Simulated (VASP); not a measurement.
Wanted: the native input for a VASP 6.6.1 run.

```
Task                   : relaxation of cell and atoms
Functional             : PBE
Potentials or basis    : VASP PAW PBE potentials, release 64 (Dy_3, H), 4f in core
Cutoff                 : 500 eV
k mesh                 : 10 × 10 × 8
Occupations            : gaussian, width 0.1 eV
Spin                   : no spin polarisation
Dipole correction      : no
Further INCAR settings : ALGO = Normal; EDIFF = 1e-07; IBRION = 2; EDIFFG = -0.001; NSW = 80; ISIF = 3
```

The structure of Dy2H lies in POSCAR:

```
Dy2H
1.0
    3.6159312162      0.0000000000      0.0000000000
    0.0000000000      3.6159312162      0.0000000000
    0.0000000000      0.0000000000      5.2172668020
Dy H
2 1
Direct
    0.0000000000      0.5000000000      0.7649600365
    0.5000000000      0.0000000000      0.2350399635
    0.0000000000      0.0000000000      0.0000000000
```

These files were run (other wordings do the same):

INCAR

```
SYSTEM = Dy2H
PREC = Accurate
ENCUT = 500
EDIFF = 1E-7
ISMEAR = 0
SIGMA = 0.1
LREAL = .FALSE.
LASPH = .TRUE.
NELM = 200
ALGO = Normal
ISIF = 3
LWAVE = .FALSE.
LCHARG = .FALSE.
GGA = PE
IBRION = 2
NSW = 80
EDIFFG = -0.001
GGA_COMPAT = .FALSE.
NELMIN = 4
LMAXMIX = 6
```

KPOINTS

```
regular mesh
0
G
  10 10 8
  0 0 0
```

Potentials or basis: VASP PAW PBE potentials, release 64 (Dy_3, H), 4f in core.

The run is started by

```console
$ cat potpaw_PBE.64/Dy_3/POTCAR potpaw_PBE.64/H/POTCAR > POTCAR
$ mpirun -np 1 vasp_std > vasp.out
```

Results of the run:

```
Relaxed volume                        : 22.89 Å³/atom
Relaxed cell                          : a = 3.623 Å, b = 3.623 Å, c = 5.230 Å, α = 90.00°, β = 90.00°, γ = 90.00°
Space group after relaxing (to 0.1 Å) : P-4m2 (No. 115)
Energy gained by relaxing             : 0.2 meV/atom
Ionic steps                           : 6
Pressure after relaxing               : 0.0 GPa
Band gap on the k mesh                : zero (an odd number of electrons rules out a gap without spin polarisation)
```

Caveat: spin-orbit coupling is left out, which moves the levels of the heavy elements; the 4f electrons are frozen in the core, so they carry no moment and show no levels.

Run time: 2.1 min on 1 thread of AMD EPYC 9R45 96-Core Processor (Zen 5), with other jobs on the host, peak memory 0.22 GiB.
